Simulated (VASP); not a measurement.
# SnSe (Fm-3m) in VASP: single point with PBEsol

Aim: the single point of SnSe with PBEsol.

Program: VASP 6.6.1. These are calculated values, not measurements. Logs are shortened: lines on timing, memory, paths and dates and some standing lists are left out, and cuts for length are marked.

## Step 1: The cell of the first run

Symmetry: Fm-3m, No. 225, cubic system. Conventional cell: a = 6.020 Å, b = 6.020 Å, c = 6.020 Å, α = 90.00°, β = 90.00°, γ = 90.00°. Sn (site symmetry m-3m) has 6 Se at 3.01 Å within 4.0 Å. Within 4.0 Å of Se (site symmetry m-3m) lie 6 Sn at 3.01 Å.

## Step 2: Single point, PBEsol

INCAR

```
SYSTEM = SnSe
ALGO = Normal ; EDIFF = 1E-7
ENCUT = 520 ; GGA = PS
ISIF = 2 ; ISMEAR = 0
LASPH = .True. ; LCHARG = .False.
LREAL = .False. ; LWAVE = .False.
NBANDS = 17 ; NELM = 60
PREC = Accurate ; SIGMA = 0.01
```

KPOINTS

```
k-points
0
Gamma
  4 4 4
  0 0 0
```

POSCAR

```
SnSe
1.0
    0.0000000000      3.0100000000      3.0100000000
    3.0100000000      0.0000000000      3.0100000000
    3.0100000000      3.0100000000      0.0000000000
Sn Se
1 1
Direct
    0.0000000000      0.0000000000      0.0000000000
    0.5000000000      0.5000000000      0.5000000000
```

Potentials or basis: VASP PAW PBE potentials, release 64 (Sn_d, Se).

Run with:

```sh
$ cat potpaw_PBE.64/Sn_d/POTCAR potpaw_PBE.64/Se/POTCAR > POTCAR
$ mpirun -np 1 vasp_std > vasp.out
```

OUTCAR:

```text
SYSTEM = SnSe
   EDIFF = 1E-7
   ENCUT = 520
   GGA = PS
   ISIF = 2
   ISMEAR = 0
   LASPH = .True.
   LREAL = .False.
   NELM = 60
   PREC = Accurate

 ion  position               nearest neighbor table
   1  0.000  0.000  0.000-   2 3.01   2 3.01   2 3.01   2 3.01   2 3.01   2 3.01
   2  0.500  0.500  0.500-   1 3.01   1 3.01   1 3.01   1 3.01   1 3.01   1 3.01

  LATTYP: Found a face centered cubic cell.
 ALAT       =     6.0200000000

  Lattice vectors:

 A1 = (   0.0000000000,   3.0100000000,   3.0100000000)
 A2 = (   3.0100000000,   0.0000000000,   3.0100000000)
 A3 = (   3.0100000000,   3.0100000000,   0.0000000000)

Analysis of symmetry for initial positions (statically):
=====================================================================
 Subroutine PRICEL returns:
 Original cell was already a primitive cell.

 Routine SETGRP: Setting up the symmetry group for a
 face centered cubic supercell.

 Subroutine GETGRP returns: Found 48 space group operations
 (whereof 48 operations were pure point group operations)
 out of a pool of 48 trial point group operations.

The static configuration has the point symmetry O_h .

Analysis of symmetry for dynamics (positions and initial velocities):
=====================================================================
 Subroutine PRICEL returns:
 Original cell was already a primitive cell.

 Routine SETGRP: Setting up the symmetry group for a
 face centered cubic supercell.

 Subroutine GETGRP returns: Found 48 space group operations
 (whereof 48 operations were pure point group operations)
 out of a pool of 48 trial point group operations.

The dynamic configuration has the point symmetry O_h .

 Subroutine INISYM returns: Found 48 space group operations
 (whereof 48 operations are pure point group operations),
 and found     1 'primitive' translations

----------------------------------------------------------------------------------------

                                     Primitive cell

  volume of cell :      54.5418

  direct lattice vectors                    reciprocal lattice vectors
     0.000000000  3.010000000  3.010000000    -0.166112957  0.166112957  0.166112957
     3.010000000  0.000000000  3.010000000     0.166112957 -0.166112957  0.166112957
     3.010000000  3.010000000  0.000000000     0.166112957  0.166112957 -0.166112957

  length of vectors
     4.256782823  4.256782823  4.256782823     0.287716081  0.287716081  0.287716081

  position of ions in fractional coordinates (direct lattice)
     0.000000000  0.000000000  0.000000000
     0.500000000  0.500000000  0.500000000

  ion indices of the primitive-cell ions
   primitive index   ion index
                 1           1
                 2           2

----------------------------------------------------------------------------------------

 KPOINTS: k-points

Automatic generation of k-mesh.
 Grid dimensions read from file:
 generate k-points for:    4    4    4

 Generating k-lattice:

  Cartesian coordinates                     Fractional coordinates (reciprocal lattice)
    -0.041528239  0.041528239  0.041528239     0.250000000  0.000000000  0.000000000
     0.041528239 -0.041528239  0.041528239     0.000000000  0.250000000  0.000000000
     0.041528239  0.041528239 -0.041528239     0.000000000  0.000000000  0.250000000

  Length of vectors
     0.071929020  0.071929020  0.071929020

  Shift w.r.t. Gamma in fractional coordinates (k-lattice)
     0.000000000  0.000000000  0.000000000

 Subroutine IBZKPT returns following result:
 ===========================================

 Found      8 irreducible k-points:

 Following reciprocal coordinates:
            Coordinates               Weight
  0.000000  0.000000  0.000000      1.000000
  0.250000  0.000000  0.000000      8.000000
  0.500000  0.000000  0.000000      4.000000
  0.250000  0.250000  0.000000      6.000000
  0.500000  0.250000  0.000000     24.000000
 -0.250000  0.250000  0.000000     12.000000
  0.500000  0.500000  0.000000      3.000000
 -0.250000  0.500000  0.250000      6.000000
   k-points           NKPTS =      8   k-points in BZ     NKDIM =      8   number of bands    NBANDS=     17
   number of dos      NEDOS =    301   number of ions     NIONS =      2
   total plane-waves  NPLWV =  32768
   dimension x,y,z NGX =    32 NGY =   32 NGZ =   32
   dimension x,y,z NGXF=    64 NGYF=   64 NGZF=   64
   ions per type =               1   1
   NGX,Y,Z   is equivalent  to a cutoff of  12.50, 12.50, 12.50 a.u.
   NGXF,Y,Z  is equivalent  to a cutoff of  24.99, 24.99, 24.99 a.u.
 SYSTEM =  SnSe
   PREC   = accura    normal or accurate (medium, high low for compatibility)
   ISTART =      0    job   : 0-new  1-cont  2-samecut
   ICHARG =      2    charge: 1-file 2-atom 10-const
   ISPIN  =      1    spin polarized calculation?
   LNONCOLLINEAR =      F non collinear calculations
   LSORBIT =      F    spin-orbit coupling
   LASPH  =      T    aspherical Exc in radial PAW
   ENCUT  =  520.0 eV  38.22 Ry    6.18 a.u.   7.91  7.91  7.91*2*pi/ulx,y,z
   NELM   =     60;   NELMIN=  2; NELMDL= -5     # of ELM steps
   EDIFF  = 0.1E-06   stopping-criterion for ELM
   LREAL  =      F    real-space projection
   EDIFFG = 0.1E-05   stopping-criterion for IOM
   NSW    =      0    number of steps for IOM
   IBRION =     -1    ionic relax: 0-MD 1-quasi-New 2-CG
   NFREE  =      0    steps in history (QN), initial steepest desc. (CG)
   ISIF   =      2    stress and relaxation
   ISYM   =      2    0-nonsym 1-usesym 2-fastsym
   POTIM  = 0.5000    time-step for ionic-motion
   TEBEG  =    0.0;   TEEND  =   0.0 temperature during run
   PSTRESS=    0.0 pullay stress
   NELECT =      20.0000    total number of electrons
   NUPDOWN=      -1.0000    fix difference up-down
   EMIN   =  10.00;   EMAX   =-10.00  energy-range for DOS
   EFERMI =   0.00;   METHOD = LEGACY
   ISMEAR =     0;   SIGMA  =   0.01  broadening in eV -4-tet -1-fermi 0-gaus
   EFERMI_NEDOS =   21; number of points for ismear=-14 and -15
   IALGO  =     38    algorithm
   IMIX   =      4    mixing-type and parameters
     AMIX     =   0.40;   BMIX     =  1.00
     AMIX_MAG =   1.60;   BMIX_MAG =  1.00
  volume/ion in A,a.u.               =      27.27       184.03
  Fermi-wavevector in a.u.,A,eV,Ry     =   1.171768  2.214321 18.681350  1.373040
  Thomas-Fermi vector in A             =   2.308207
   LORBIT       =      0    0 simple, 1 ext, 2 COOP (PROOUT), +10 PAW based schemes
   GGA     = PS    functional components
   LHFCALC =     F    Hartree Fock is set to
   AEXX    =    0.0000 exact exchange contribution
   IVDW    =     0    specifies the selected vdW correction
   LEPSILON=     F    determine dielectric tensor
   LRPA    =     F    only Hartree local field effects (RPA)
 non-spin polarized calculation
 Gauss-broadening in eV      SIGMA  =   0.01
  energy-cutoff  :      520.00
  volume of cell :       54.54
 maximum number of plane-waves:      1480
   NGX = 15   NGY = 15   NGZ = 15

 number of electron      20.0000005 magnetization

 Free energy of the ion-electron system (eV)
  ---------------------------------------------------
  ext. energy  EPLUGINS =         0.00000000
  ---------------------------------------------------
  free energy    TOTEN  =        -9.02961892 eV

  energy without entropy =       -9.02961892  energy(sigma->0) =       -9.02961892

 E-fermi :   5.4580     XC(G=0):  -9.7984

 val. band max:        5.3325170366   @ k =   0.5000   0.0000   0.0000
 cond. band min:       5.9626307366   @ k =   0.5000   0.0000   0.0000
 fundamental gap:      0.6301137000
 Fermi energy:         5.4579903106

 k-point     1 :       0.0000    0.0000    0.0000
  band No.  band energies     occupation
      1     -16.0891      2.00000
      2     -16.0891      2.00000
      3     -16.0879      2.00000
      4     -16.0879      2.00000
      5     -16.0879      2.00000
      6      -8.4970      2.00000
[... 9 lines left out ...]
     16      11.2281      0.00000
     17      13.4902      0.00000

 k-point     2 :       0.2500    0.0000    0.0000
  band No.  band energies     occupation
      1     -16.0930      2.00000
      2     -16.0930      2.00000
      3     -16.0866      2.00000
      4     -16.0815      2.00000
      5     -16.0815      2.00000
      6      -8.0952      2.00000
[... 9 lines left out ...]
     16      12.5607      0.00000
     17      16.7194      0.00000

 k-point     3 :       0.5000    0.0000    0.0000
  band No.  band energies     occupation
      1     -16.0970      2.00000
      2     -16.0970      2.00000
      3     -16.0854      2.00000
      4     -16.0749      2.00000
      5     -16.0749      2.00000
      6      -7.5688      2.00000
[... 9 lines left out ...]
     16      15.5948      0.00000
     17      15.5948      0.00000

 k-point     4 :       0.2500    0.2500    0.0000
  band No.  band energies     occupation
      1     -16.1011      2.00000
      2     -16.0912      2.00000
      3     -16.0853      2.00000
      4     -16.0791      2.00000
      5     -16.0791      2.00000
      6      -7.9623      2.00000
[... 9 lines left out ...]
     16      14.4985      0.00000
     17      14.4985      0.00000

 k-point     5 :       0.5000    0.2500    0.0000
  band No.  band energies     occupation
      1     -16.1065      2.00000
      2     -16.0886      2.00000
      3     -16.0875      2.00000
      4     -16.0761      2.00000
      5     -16.0731      2.00000
      6      -7.4409      2.00000
[... 9 lines left out ...]
     16      16.0578      0.00000
     17      16.7654      0.00000

 k-point     6 :      -0.2500    0.2500    0.0000
  band No.  band energies     occupation
      1     -16.0985      2.00000
      2     -16.0933      2.00000
      3     -16.0830      2.00000
      4     -16.0786      2.00000
      5     -16.0784      2.00000
      6      -7.6125      2.00000
[... 9 lines left out ...]
     16      14.5484      0.00000
     17      15.6844      0.00000

 k-point     7 :       0.5000    0.5000    0.0000
  band No.  band energies     occupation
      1     -16.1182      2.00000
      2     -16.0946      2.00000
      3     -16.0814      2.00000
      4     -16.0700      2.00000
      5     -16.0700      2.00000
      6      -7.2911      2.00000
[... 9 lines left out ...]
     16      16.9559      0.00000
     17      18.0188      0.00000

 k-point     8 :      -0.2500    0.5000    0.2500
  band No.  band energies     occupation
      1     -16.1091      2.00000
      2     -16.0881      2.00000
      3     -16.0825      2.00000
      4     -16.0825      2.00000
      5     -16.0700      2.00000
      6      -7.2634      2.00000
[... 9 lines left out ...]
     16      16.6444      0.00000
     17      18.1706      0.00000

------------------------ aborting loop because EDIFF is reached ----------------------------------------

  FORCE on cell =-STRESS in cart. coord.  units (eV):
  Direction    XX          YY          ZZ          XY          YZ          ZX
  --------------------------------------------------------------------------------------
  -------------------------------------------------------------------------------------
  Total       -1.1151973     -1.1151973     -1.1151973      0.0000000      0.0000000     -0.0000000
  in kB      -32.7591633    -32.7591633    -32.7591633      0.0000000      0.0000000     -0.0000000
  external PRESSURE =     -32.7591633 kB  Pullay stress =       0.0000000 kB

 VOLUME and BASIS-vectors are now :
 -----------------------------------------------------------------------------
  energy-cutoff  :      520.00
  volume of cell :       54.54
      direct lattice vectors                 reciprocal lattice vectors
     0.000000000  3.010000000  3.010000000    -0.166112957  0.166112957  0.166112957
     3.010000000  0.000000000  3.010000000     0.166112957 -0.166112957  0.166112957
     3.010000000  3.010000000  0.000000000     0.166112957  0.166112957 -0.166112957

 POSITION                                       TOTAL-FORCE (eV/Angst)
 -----------------------------------------------------------------------------------
      0.00000      0.00000      0.00000         0.000000      0.000000      0.000000
      3.01000      3.01000      3.01000        -0.000000     -0.000000     -0.000000
 -----------------------------------------------------------------------------------
    total drift:                                0.000000     -0.000000     -0.000000

  FREE ENERGIE OF THE ION-ELECTRON SYSTEM (eV)
  ---------------------------------------------------
  free  energy   TOTEN  =        -9.0296189161 eV

  energy  without entropy=       -9.0296189161  energy(sigma->0) =       -9.02961892
```

Run time: 7.7 s. Hardware: 1 thread of AMD EPYC 7R13 (Zen 3), shared host; peak memory 0.14 GiB.

What came out:

```
Free energy            : -9.0296 eV
Pressure               : -3.3 GPa
Band gap on the k mesh : 0.63 eV, direct
```

Levels at points of the mesh, in eV from the valence-band top:
```csv
k point,band 7,band 8,band 9,band 10,band 11,band 12,band 13,band 14
"(0.00, 0.00, 0.00)",-5.03,-2.13,-2.13,-2.13,4.37,4.37,4.37,5.90
"(0.50, 0.00, 0.00)",-7.99,-1.88,-1.88,0.00,0.63,1.31,1.31,8.20
"(0.50, 0.50, 0.00)",-5.95,-5.43,-3.58,-3.58,3.01,5.40,5.40,5.99
```

Caveat: the k points lie up to 0.45 Å⁻¹ apart; the PAW data sets were made with another functional, which shifts forces and pressure a little; spin-orbit coupling is left out, which moves the levels of the heavy elements. A k mesh can miss the band edges.
